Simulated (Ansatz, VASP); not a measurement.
## Ti: VASP beside Ansatz

The input INCAR:

```
PREC     = Accurate       # precision mode
ENCUT    = 520            # plane-wave cutoff, eV
EDIFF    = 1E-6           # SCF threshold, eV
ISMEAR   = 0              # smearing method
SIGMA    = 0.15           # smearing width, eV
LREAL    = False          # projectors in reciprocal space
LASPH    = True           # aspherical terms in the spheres
NELM     = 80             # most SCF steps
ALGO     = Fast           # electronic algorithm
ISIF     = 2              # what is computed and relaxed
LWAVE    = False          # write WAVECAR
LCHARG   = False          # write CHGCAR
NBANDS   = 19             # bands
```

Contents of KPOINTS:

```
Automatic mesh
0
Gamma
  21 21 12
```

Contents of POSCAR:

```
Ti
1.0
    2.7760542717      0.0000000000      0.0000000000
   -1.3880271359      2.4041335216      0.0000000000
    0.0000000000      0.0000000000      5.2916337976
Ti
2
Direct
    0.3333333333      0.6666666667      0.2500000000
    0.6666666667      0.3333333333      0.7500000000
```

Input for Ansatz:

```yaml
crystal:
  lattice:
    - [2.7760542717, 0.0, 0.0]
    - [-1.3880271359, 2.4041335216, 0.0]
    - [0.0, 0.0, 5.2916337976]
  atoms:
    - { symbol: Ti, position: [0.3333333333, 0.6666666667, 0.25] }
    - { symbol: Ti, position: [0.6666666667, 0.3333333333, 0.75] }
basis:
  ecutwfc: 420
kpoints:
  mp_grid: { grid: [21, 21, 12] }
hamiltonian:
  xc: lda
scf:
  occupations: { method: gaussian, width: 0.15 }
output:
  forces: true
  stress: true
  eigenvalues: true
```

Alike in both runs: task single point; functional LDA; k mesh 21 × 21 × 12; occupations gaussian, width 0.15 eV; no spin polarisation.

|  | VASP | Ansatz |
| --- | --- | --- |
| version | VASP 6.6.1 | Ansatz 0.2.0 |
| potentials or method | VASP PAW LDA potentials, release 64 (Ti_sv), cutoff 520 eV | scalar-relativistic, plane waves, PAW |
| valence electrons in the cell | 24 | 24 |

|  | VASP | Ansatz | Ansatz less VASP |
| --- | --- | --- | --- |
| gap on the k mesh at the Fermi level (eV) | none | none | - |
| pressure (GPa) | -9.9 | -9.8 | +0.12 |
| traceless stress, the component that is largest in VASP (GPa) | -7.27 | -7.37 | -0.102 |

LDA's correlation is that of Perdew and Zunger in VASP and of Perdew and Wang (1992) in Ansatz. A gap of «none» marks a metal or a gap that the smearing closes.
